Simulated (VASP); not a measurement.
# LiW (Fd-3m) in VASP: settings compared

LiW is run at these levels: r2SCAN+D4, r2SCAN; tasks: relaxation of cell and atoms.

Program: VASP 6.6.1. These are calculated values, not measurements. Logs are shortened: lines on timing, memory, paths and dates and some standing lists are left out, and cuts for length are marked.

## Step 1: The cell of the first run

The structure is cubic, space group Fd-3m (No. 227). Conventional cell: a = 6.272 Å, b = 6.272 Å, c = 6.272 Å, α = 90.00°, β = 90.00°, γ = 90.00°. Within 3.6 Å of Li (site symmetry -43m) lie 4 Li at 2.72 Å and 10 W at 2.72 to 3.14 Å. W (site symmetry -43m) has 10 Li at 2.72 to 3.14 Å and 4 W at 2.72 Å within 3.6 Å.

## Step 2: Relaxation of cell and atoms, r2SCAN+D4

File POSCAR:

```
LiW
1.0
    0.0000000000      3.1357540000      3.1357540000
    3.1357540000      0.0000000000      3.1357540000
    3.1357540000      3.1357540000      0.0000000000
Li W
2 2
Direct
    0.0000000000      0.0000000000      0.0000000000
    0.2500000000      0.2500000000      0.2500000000
    0.5000000000      0.5000000000      0.5000000000
    0.7500000000      0.7500000000      0.7500000000
```

File INCAR.step1:

```
SYSTEM = LiW
PREC     = Accurate       ! precision mode
ENCUT    = 600            ! plane-wave cutoff, eV
ISMEAR   = 0              ! smearing method
SIGMA    = 0.0753         ! smearing width, eV
LREAL    = .FALSE.        ! projectors in reciprocal space
LASPH    = .TRUE.         ! aspherical terms in the spheres
NELM     = 100            ! most SCF steps
GGA      = PE             ! functional
ALGO     = Normal         ! electronic algorithm
EDIFF    = 1E-4           ! SCF threshold, eV
LWAVE    = .TRUE.         ! write WAVECAR
LCHARG   = .FALSE.        ! write CHGCAR
```

File INCAR.step2:

```
SYSTEM = LiW
PREC     = Accurate       ! precision mode
ENCUT    = 600            ! plane-wave cutoff, eV
EDIFF    = 1E-7           ! SCF threshold, eV
ISMEAR   = 0              ! smearing method
SIGMA    = 0.0753         ! smearing width, eV
LREAL    = .FALSE.        ! projectors in reciprocal space
LASPH    = .TRUE.         ! aspherical terms in the spheres
NELM     = 100            ! most SCF steps
ALGO     = Normal         ! electronic algorithm
ISIF     = 3              ! what is computed and relaxed
LWAVE    = .FALSE.        ! write WAVECAR
LCHARG   = .FALSE.        ! write CHGCAR
METAGGA  = R2SCAN         ! meta-GGA
LMIXTAU  = .TRUE.       
IVDW     = 13             ! dispersion correction
VDW_S6   = 1.0          
VDW_S8   = 0.6018749    
VDW_A1   = 0.51559235   
VDW_A2   = 5.77342911   
IBRION   = 2              ! ionic algorithm
NSW      = 60             ! ionic steps
EDIFFG   = -0.01          ! ionic threshold
ISTART   = 1
```

File KPOINTS:

```
regular mesh
0
G
  5 5 5
  0 0 0
```

Potentials or basis: VASP PAW PBE potentials, release 64 (Li_sv, W_sv).

On the command line:

```sh
cat potpaw_PBE.64/Li_sv/POTCAR potpaw_PBE.64/W_sv/POTCAR > POTCAR
cp INCAR.step1 INCAR
mpirun -np 1 vasp_std > vasp.out
cp INCAR.step2 INCAR
mpirun -np 1 vasp_std > vasp.out
```

OUTCAR:

```text
SYSTEM = LiW
   PREC = Accurate
   ENCUT = 600
   EDIFF = 1E-7
   ISMEAR = 0
   LREAL = .FALSE.
   LASPH = .TRUE.
   NELM = 100
   ISIF = 3
   METAGGA = R2SCAN
   IVDW = 13
   IBRION = 2
   NSW = 60
   EDIFFG = -0.01
   ISTART = 1

 ion  position               nearest neighbor table
   1  0.000  0.000  0.000-   4 2.72   4 2.72   4 2.72   4 2.72
   2  0.250  0.250  0.250-   3 2.72   3 2.72   3 2.72   3 2.72
   3  0.500  0.500  0.500-   2 2.72   2 2.72   2 2.72   4 2.72   4 2.72   4 2.72   4 2.72   2 2.72

   4  0.750  0.750  0.750-   3 2.72   3 2.72   3 2.72   1 2.72   1 2.72   1 2.72   3 2.72   1 2.72

  LATTYP: Found a face centered cubic cell.
 ALAT       =     6.2715080000

  Lattice vectors:

 A1 = (   0.0000000000,   3.1357540000,   3.1357540000)
 A2 = (   3.1357540000,   0.0000000000,   3.1357540000)
 A3 = (   3.1357540000,   3.1357540000,   0.0000000000)

Analysis of symmetry for initial positions (statically):
=====================================================================
 Subroutine PRICEL returns:
 Original cell was already a primitive cell.

 Routine SETGRP: Setting up the symmetry group for a
 face centered cubic supercell.

 Subroutine GETGRP returns: Found 48 space group operations
 (whereof 24 operations were pure point group operations)
 out of a pool of 48 trial point group operations.

The static configuration has the point symmetry T_d .
 The point group associated with its full space group is O_h .

Analysis of symmetry for dynamics (positions and initial velocities):
=====================================================================
 Subroutine PRICEL returns:
 Original cell was already a primitive cell.

 Routine SETGRP: Setting up the symmetry group for a
 face centered cubic supercell.

 Subroutine GETGRP returns: Found 48 space group operations
 (whereof 24 operations were pure point group operations)
 out of a pool of 48 trial point group operations.

The dynamic configuration has the point symmetry T_d .
 The point group associated with its full space group is O_h .

 Subroutine INISYM returns: Found 48 space group operations
 (whereof 24 operations are pure point group operations),
 and found     1 'primitive' translations

----------------------------------------------------------------------------------------

                                     Primitive cell

  volume of cell :      61.6674

  direct lattice vectors                    reciprocal lattice vectors
     0.000000000  3.135754000  3.135754000    -0.159451283  0.159451283  0.159451283
     3.135754000  0.000000000  3.135754000     0.159451283 -0.159451283  0.159451283
     3.135754000  3.135754000  0.000000000     0.159451283  0.159451283 -0.159451283

  length of vectors
     4.434625835  4.434625835  4.434625835     0.276177724  0.276177724  0.276177724

  position of ions in fractional coordinates (direct lattice)
     0.000000000  0.000000000  0.000000000
     0.250000000  0.250000000  0.250000000
     0.500000000  0.500000000  0.500000000
     0.750000000  0.750000000  0.750000000

  ion indices of the primitive-cell ions
   primitive index   ion index
                 1           1
                 2           2
                 3           3
                 4           4

----------------------------------------------------------------------------------------

 KPOINTS: regular mesh

Automatic generation of k-mesh.
 Grid dimensions read from file:
 generate k-points for:    5    5    5

 Generating k-lattice:

  Cartesian coordinates                     Fractional coordinates (reciprocal lattice)
    -0.031890257  0.031890257  0.031890257     0.200000000  0.000000000  0.000000000
     0.031890257 -0.031890257  0.031890257     0.000000000  0.200000000  0.000000000
     0.031890257  0.031890257 -0.031890257     0.000000000  0.000000000  0.200000000

  Length of vectors
     0.055235545  0.055235545  0.055235545

  Shift w.r.t. Gamma in fractional coordinates (k-lattice)
     0.000000000  0.000000000  0.000000000

 Subroutine IBZKPT returns following result:
 ===========================================

 Found     10 irreducible k-points:

 Following reciprocal coordinates:
            Coordinates               Weight
  0.000000  0.000000  0.000000      1.000000
  0.200000  0.000000  0.000000      8.000000
  0.400000  0.000000  0.000000      8.000000
  0.200000  0.200000  0.000000      6.000000
  0.400000  0.200000  0.000000     24.000000
 -0.400000  0.200000  0.000000     24.000000
 -0.200000  0.200000  0.000000     12.000000
  0.400000  0.400000  0.000000      6.000000
 -0.400000  0.400000  0.000000     12.000000
 -0.400000  0.400000  0.200000     24.000000
   k-points           NKPTS =     10   k-points in BZ     NKDIM =     10   number of bands    NBANDS=     21
   number of dos      NEDOS =    301   number of ions     NIONS =      4
   total plane-waves  NPLWV =  46656
   dimension x,y,z NGX =    36 NGY =   36 NGZ =   36
   dimension x,y,z NGXF=    72 NGYF=   72 NGZF=   72
   ions per type =               2   2
   NGX,Y,Z   is equivalent  to a cutoff of  13.50, 13.50, 13.50 a.u.
   NGXF,Y,Z  is equivalent  to a cutoff of  26.99, 26.99, 26.99 a.u.
 SYSTEM =  LiW
   PREC   = accura    normal or accurate (medium, high low for compatibility)
   ISTART =      1    job   : 0-new  1-cont  2-samecut
   ICHARG =      0    charge: 1-file 2-atom 10-const
   ISPIN  =      1    spin polarized calculation?
   LNONCOLLINEAR =      F non collinear calculations
   LSORBIT =      F    spin-orbit coupling
   LASPH  =      T    aspherical Exc in radial PAW
   ENCUT  =  600.0 eV  44.10 Ry    6.64 a.u.   8.86  8.86  8.86*2*pi/ulx,y,z
   NELM   =    100;   NELMIN=  2; NELMDL=  0     # of ELM steps
   EDIFF  = 0.1E-06   stopping-criterion for ELM
   LREAL  =      F    real-space projection
   EDIFFG = -.1E-01   stopping-criterion for IOM
   NSW    =     60    number of steps for IOM
   IBRION =      2    ionic relax: 0-MD 1-quasi-New 2-CG
   NFREE  =      1    steps in history (QN), initial steepest desc. (CG)
   ISIF   =      3    stress and relaxation
   ISYM   =      2    0-nonsym 1-usesym 2-fastsym
   POTIM  = 0.5000    time-step for ionic-motion
   TEBEG  =    0.0;   TEEND  =   0.0 temperature during run
   PSTRESS=    0.0 pullay stress
   NELECT =      34.0000    total number of electrons
   NUPDOWN=      -1.0000    fix difference up-down
   EMIN   =  10.00;   EMAX   =-10.00  energy-range for DOS
   EFERMI =   0.00;   METHOD = LEGACY
   ISMEAR =     0;   SIGMA  =   0.08  broadening in eV -4-tet -1-fermi 0-gaus
   EFERMI_NEDOS =   21; number of points for ismear=-14 and -15
   IALGO  =     38    algorithm
   IMIX   =      4    mixing-type and parameters
     AMIX     =   0.40;   BMIX     =  1.00
     AMIX_MAG =   1.60;   BMIX_MAG =  1.00
  volume/ion in A,a.u.               =      15.42       104.04
  Fermi-wavevector in a.u.,A,eV,Ry     =   1.342402  2.536771 24.518274  1.802042
  Thomas-Fermi vector in A             =   2.470558
   LORBIT       =      0    0 simple, 1 ext, 2 COOP (PROOUT), +10 PAW based schemes
   METAGGA = R2SCAN    functional components
   LHFCALC =     F    Hartree Fock is set to
   AEXX    =    0.0000 exact exchange contribution
   IVDW    =    13    specifies the selected vdW correction
   LEPSILON=     F    determine dielectric tensor
   LRPA    =     F    only Hartree local field effects (RPA)
 conjugate gradient relaxation of ions
 non-spin polarized calculation
 Gauss-broadening in eV      SIGMA  =   0.08
  energy-cutoff  :      600.00
  volume of cell :       61.67
 maximum number of plane-waves:      2085
   NGX = 17   NGY = 17   NGZ = 17

--------------------------------------- Ionic step        1  -------------------------------------------

 number of electron      34.0000010 magnetization

 Free energy of the ion-electron system (eV)
  ---------------------------------------------------
  ext. energy  EPLUGINS =         0.00000000
  ---------------------------------------------------
  free energy    TOTEN  =      -104.55179804 eV

  energy without entropy =     -104.54290982  energy(sigma->0) =     -104.54735393

------------------------ aborting loop because EDIFF is reached ----------------------------------------

  DFT-D4 for vdW energy calculation

  Edisp (eV):   -0.35518

  FORCE on cell =-STRESS in cart. coord.  units (eV):
  Direction    XX          YY          ZZ          XY          YZ          ZX
  --------------------------------------------------------------------------------------
  -------------------------------------------------------------------------------------
  Total      -2.16153    -2.16153    -2.16153    -0.00000     0.00000    -0.00000
  in kB     -56.15844   -56.15844   -56.15844    -0.00000     0.00000    -0.00000
  external pressure =      -56.16 kB  Pullay stress =        0.00 kB

 VOLUME and BASIS-vectors are now :
 -----------------------------------------------------------------------------
  energy-cutoff  :      600.00
  volume of cell :       61.67
      direct lattice vectors                 reciprocal lattice vectors
     0.000000000  3.135754000  3.135754000    -0.159451283  0.159451283  0.159451283
     3.135754000  0.000000000  3.135754000     0.159451283 -0.159451283  0.159451283
     3.135754000  3.135754000  0.000000000     0.159451283  0.159451283 -0.159451283
[... 43 lines left out ...]
 POSITION                                       TOTAL-FORCE (eV/Angst)
 -----------------------------------------------------------------------------------
      6.10801      6.10801      6.10801        -0.000000     -0.000000     -0.000000
      1.52700      1.52700      1.52700         0.000000      0.000000      0.000000
      3.05401      3.05401      3.05401         0.000000      0.000000      0.000000
      4.58101      4.58101      4.58101        -0.000000     -0.000000     -0.000000
 -----------------------------------------------------------------------------------
    total drift:                                0.000000      0.000000      0.000000

  FREE ENERGIE OF THE ION-ELECTRON SYSTEM (eV)
  ---------------------------------------------------
  free  energy   TOTEN  =      -104.9345328053 eV

  energy  without entropy=     -104.9257891077  energy(sigma->0) =     -104.93016096

--------------------------------------- Ionic step        3  -------------------------------------------

 number of electron      34.0000007 magnetization

 Free energy of the ion-electron system (eV)
  ---------------------------------------------------
  ext. energy  EPLUGINS =         0.00000000
  ---------------------------------------------------
  free energy    TOTEN  =      -104.58783911 eV

  energy without entropy =     -104.57881076  energy(sigma->0) =     -104.58332494

 E-fermi :   6.1555     XC(G=0): -12.0769

 val. band max:        6.1364837985   @ k =  -0.4000   0.4000   0.0000
 cond. band min:       6.1574946560   @ k =   0.2000   0.2000   0.0000
 fundamental gap:      0.0210108576
 Fermi energy:         6.1554682345

 k-point     1 :       0.0000    0.0000    0.0000
  band No.  band energies     occupation
      1     -68.8398      2.00000
      2     -68.6594      2.00000
      3     -40.4266      2.00000
      4     -40.3687      2.00000
      5     -32.6590      2.00000
      6     -32.6590      2.00000
[... 13 lines left out ...]
     20      10.7262      0.00000
     21      10.7262      0.00000
[... 240 lines left out ...]
 POSITION                                       TOTAL-FORCE (eV/Angst)
 -----------------------------------------------------------------------------------
      0.00000      0.00000      0.00000        -0.000000     -0.000000     -0.000000
      1.54333      1.54333      1.54333         0.000000      0.000000      0.000000
      3.08665      3.08665      3.08665        -0.000000     -0.000000      0.000000
      4.62998      4.62998      4.62998         0.000000      0.000000     -0.000000
 -----------------------------------------------------------------------------------
    total drift:                                0.000000      0.000000      0.000000

  FREE ENERGIE OF THE ION-ELECTRON SYSTEM (eV)
  ---------------------------------------------------
  free  energy   TOTEN  =      -104.9588700285 eV

  energy  without entropy=     -104.9498416736  energy(sigma->0) =     -104.95435585

 reached required accuracy - stopping structural energy minimisation
```

Wall time 2.6 min (1 thread of Intel Xeon 6975P-C (Granite Rapids), shared host); peak memory 0.23 GiB.

Results:

```
Free energy                            : -104.9589 eV
Relaxed volume                         : 14.70 Å³/atom
Relaxed cell                           : a = 4.365 Å, b = 4.365 Å, c = 4.365 Å, α = 60.00°, β = 60.00°, γ = 60.00°
Space group after relaxing (to 0.05 Å) : Fd-3m (No. 227)
Energy gained by relaxing              : 13.0 meV/atom
Ionic steps                            : 3
Pressure after relaxing                : 0.0 GPa
Band gap on the k mesh                 : zero (band 17 reaches 6.33 eV, above the bottom of band 18 at 6.16 eV)
Dispersion energy per atom             : -0.093 eV
```

Step by step:
| step | energy change (eV) | largest force (eV/Å) | pressure (GPa) | volume (Å³) |
| --- | --- | --- | --- | --- |
| 1 | 0.0000 | 0.0000 | -5.62 | 61.67 |
| 2 | -0.0276 | 0.0000 | 4.37 | 56.97 |
| 3 | -0.0519 | 0.0000 | -0.01 | 58.82 |

Final structure:
```
CELL_PARAMETERS angstrom
0.00000 3.08665 3.08665
3.08665 0.00000 3.08665
3.08665 3.08665 0.00000
ATOMIC_POSITIONS crystal
Li 0.00000 0.00000 0.00000
Li 0.25000 0.25000 0.25000
W 0.50000 0.50000 0.50000
W 0.75000 0.75000 0.75000
```

Levels at points of the mesh, in eV from the Fermi level:
| k point | band 14 | band 15 | band 16 | band 17 | band 18 | band 19 | band 20 | band 21 |
| --- | --- | --- | --- | --- | --- | --- | --- | --- |
| (0.00, 0.00, 0.00) | -1.68 | -1.68 | -1.68 | 0.17 | 0.17 | 0.17 | 4.57 | 4.57 |

Caveat: the cutoff is under 1.25 times the usual one of these potentials, so pressure, stress and relaxed cells hold a basis-set (Pulay) error; the PAW data sets were made with another functional, which shifts forces and pressure a little; spin-orbit coupling is left out, which moves the levels of the heavy elements; pairwise dispersion overbinds metals, which lowers pressure and volume.

## Step 3: Relaxation of cell and atoms, r2SCAN

POSCAR is that of step 2.

File INCAR.step1:

```
PREC = Accurate ; ENCUT = 600
ISMEAR = 0 ; SIGMA = 0.025
LREAL = F ; LASPH = T
NELM = 60 ; GGA = PE
ALGO = Normal ; EDIFF = 1E-4
LWAVE = T ; LCHARG = F
```

File INCAR.step2:

```
PREC = Accurate ; ENCUT = 600
EDIFF = 1E-6 ; ISMEAR = 0
SIGMA = 0.025 ; LREAL = F
LASPH = T ; NELM = 60
ALGO = Normal ; ISIF = 3
LWAVE = F ; LCHARG = F
METAGGA = R2SCAN ; LMIXTAU = T
IBRION = 2 ; NSW = 60
EDIFFG = -0.01 ; ISTART = 1
```

File KPOINTS:

```
Automatic mesh
0
Gamma
  5 5 5
```

Potentials or basis: VASP PAW PBE potentials, release 64 (Li_sv, W_sv).

On the command line:

```sh
cat potpaw_PBE.64/Li_sv/POTCAR potpaw_PBE.64/W_sv/POTCAR > POTCAR
cp INCAR.step1 INCAR
mpirun -np 1 vasp_std > vasp.out
cp INCAR.step2 INCAR
mpirun -np 1 vasp_std > vasp.out
```

It took 2.4 min on 1 thread of Intel Xeon 6975P-C (Granite Rapids), shared host; peak memory 0.22 GiB.

Results (log left out):

| Quantity | Value |
| --- | --- |
| Free energy | -104.5838 eV |
| Relaxed volume | 14.81 Å³/atom |
| Relaxed cell | a = 4.376 Å, b = 4.376 Å, c = 4.376 Å, α = 60.00°, β = 60.00°, γ = 60.00° |
| Space group after relaxing (to 0.05 Å) | Fd-3m (No. 227) |
| Energy gained by relaxing | 9.2 meV/atom |
| Ionic steps | 3 |
| Pressure after relaxing | 0.0 GPa |
| Band gap on the k mesh | zero (band 17 reaches 6.27 eV, above the bottom of band 18 at 6.10 eV) |

Step by step:
```tsv
step	energy change (eV)	largest force (eV/Å)	pressure (GPa)	volume (Å³)
1	0.0000	0.0000	-4.74	61.67
2	-0.0197	0.0000	3.57	57.69
3	-0.0367	0.0000	-0.03	59.26
```

Final structure:
```
Li W
1.0
     0.00000    3.09437    3.09437
     3.09437    0.00000    3.09437
     3.09437    3.09437    0.00000
Li W
2 2
Direct
  0.00000 0.00000 0.00000
  0.25000 0.25000 0.25000
  0.50000 0.50000 0.50000
  0.75000 0.75000 0.75000
```

Levels at points of the mesh, in eV from the Fermi level:
| k point | band 14 | band 15 | band 16 | band 17 | band 18 | band 19 | band 20 | band 21 |
| --- | --- | --- | --- | --- | --- | --- | --- | --- |
| (0.00, 0.00, 0.00) | -1.66 | -1.66 | -1.66 | 0.18 | 0.18 | 0.18 | 4.53 | 4.53 |

Caveat: the cutoff is under 1.25 times the usual one of these potentials, so pressure, stress and relaxed cells hold a basis-set (Pulay) error; the PAW data sets were made with another functional, which shifts forces and pressure a little; spin-orbit coupling is left out, which moves the levels of the heavy elements.
